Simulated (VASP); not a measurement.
# NaH: single point with PBE

The system is NaH.

```
CELL_PARAMETERS angstrom
2.93239 0.00000 0.00000
0.00000 2.93239 0.00000
0.00000 0.00000 2.76437
ATOMIC_POSITIONS crystal
Na 0.00000 0.00000 0.00000
H 0.50000 0.50000 0.50000
```

This cell differs from its parent crystal: uniaxial z strain -5.7%.

| Item | Value |
| --- | --- |
| Program | VASP 6.6.1 |
| Task | single point |
| Functional | PBE |
| Potentials or basis | VASP PAW PBE potentials, release 64 (Na_pv, H) |
| Cutoff | 520 eV |
| k mesh | 8 × 8 × 8 |
| Occupations | fermi-dirac, width 0.02 eV |
| Spin | no spin polarisation |

```yaml
Pressure: 2.6 GPa
Band_gap_on_the_k_mesh: 0.82 eV (least direct gap 4.61 eV)
```

Stress tensor (GPa, compression positive):
```
0.10 0.00 0.00
0.00 0.10 0.00
0.00 0.00 7.55
```

Levels at points of the mesh, in eV from the valence-band top:
| k point | band 2 | band 3 | band 4 | band 5 | band 6 | band 7 |
| --- | --- | --- | --- | --- | --- | --- |
| (0.00, 0.00, 0.00) | -24.64 | -24.63 | -6.35 | 9.10 | 10.71 | 12.07 |
| (0.50, 0.00, 0.00) | -24.63 | -24.61 | -3.80 | 0.82 | 11.58 | 14.30 |
| (0.50, 0.50, 0.00) | -24.80 | -24.60 | -2.16 | 4.04 | 4.04 | 6.85 |
| (0.00, 0.00, 0.50) | -24.61 | -24.61 | -3.38 | 1.39 | 11.27 | 14.60 |
| (0.50, 0.00, 0.50) | -24.79 | -24.60 | -1.78 | 4.53 | 4.62 | 7.38 |
| (0.50, 0.50, 0.50) | -24.76 | -24.76 | 0.00 | 6.92 | 6.92 | 7.16 |

Wall time 17 s on 1 thread of Intel Xeon 8259CL, with other jobs on the host, peak memory 0.14 GiB.

Caveat: the cell differs from its parent crystal (uniaxial z strain -5.7%); the stress differs along the axes, from 0 to 8 GPa; the structure was generated, so it needn't be the stable form of NaH. A k mesh can miss the band edges.
